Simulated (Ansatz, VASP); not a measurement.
## BaRu3 in VASP and in Ansatz

File INCAR:

```
SYSTEM = BaRu3
ALGO = Fast
EDIFF = 1E-6
ENCUT = 520
GGA = PS
ISIF = 2
ISMEAR = 0
LASPH = .True.
LCHARG = .False.
LREAL = .False.
LWAVE = .False.
NBANDS = 34
NELM = 60
PREC = Accurate
SIGMA = 0.05
```

File KPOINTS:

```
k-points
0
Gamma
  8 8 8
  0 0 0
```

The input POSCAR:

```
BaRu3
1.0
    4.0689333394      0.0000000000      0.0203446667
    0.0000000000      4.0689333394      0.0000000000
    0.0203446667      0.0000000000      4.0689333394
Ba Ru
1 3
Direct
    0.0000000000      0.0000000000      0.0000000000
    0.0000000000      0.5000000000      0.5000000000
    0.5000000000      0.5000000000      0.0000000000
    0.5000000000      0.0000000000      0.5000000000
```

Input for Ansatz:

```yaml
crystal:
  lattice:
    - [4.0689333394, 0.0, 0.0203446667]
    - [0.0, 4.0689333394, 0.0]
    - [0.0203446667, 0.0, 4.0689333394]
  atoms:
    - { symbol: Ba, position: [0.0, 0.0, 0.0] }
    - { symbol: Ru, position: [0.0, 0.5, 0.5] }
    - { symbol: Ru, position: [0.5, 0.5, 0.0] }
    - { symbol: Ru, position: [0.5, 0.0, 0.5] }
basis:
  ecutwfc: 420
  ecutrho_ratio: 4
kpoints:
  mp_grid: { grid: [8, 8, 8] }
hamiltonian:
  xc: pbesol
scf:
  occupations: { method: gaussian, width: 0.05 }
output:
  forces: true
  stress: true
  eigenvalues: true
```

Change from the starting cell: strain e5 = +0.01, atoms carried along.

Alike in both runs: task single point; functional PBEsol; k mesh 8 × 8 × 8; occupations gaussian, width 0.05 eV; no spin polarisation.

|  | VASP | Ansatz |
| --- | --- | --- |
| version | VASP 6.6.1 | Ansatz 0.2.0 |
| potentials or method | VASP PAW PBE potentials, release 64 (Ba_sv, Ru_pv), cutoff 520 eV | scalar-relativistic, plane waves, PAW |
| valence electrons in the cell | 52 | 58 |

|  | VASP | Ansatz | Ansatz less VASP |
| --- | --- | --- | --- |
| gap on the k mesh at the Fermi level (eV) | none | none | - |
| pressure (GPa) | 5.8 | 0.0 | -5.77 |
| traceless stress, the component that is largest in VASP (GPa) | -0.32 | -0.23 | +0.095 |

VASP's potentials were made for PBE, not for PBEsol. A gap of «none» marks a metal or a gap that the smearing closes. One of these differences is far larger than is usual between the two programs; its cause wasn't traced. VASP's potentials hold 52 valence electrons a cell and Ansatz's 58, so a difference there can come from the potentials and not from the codes.

Neither program's run includes spin-orbit coupling.
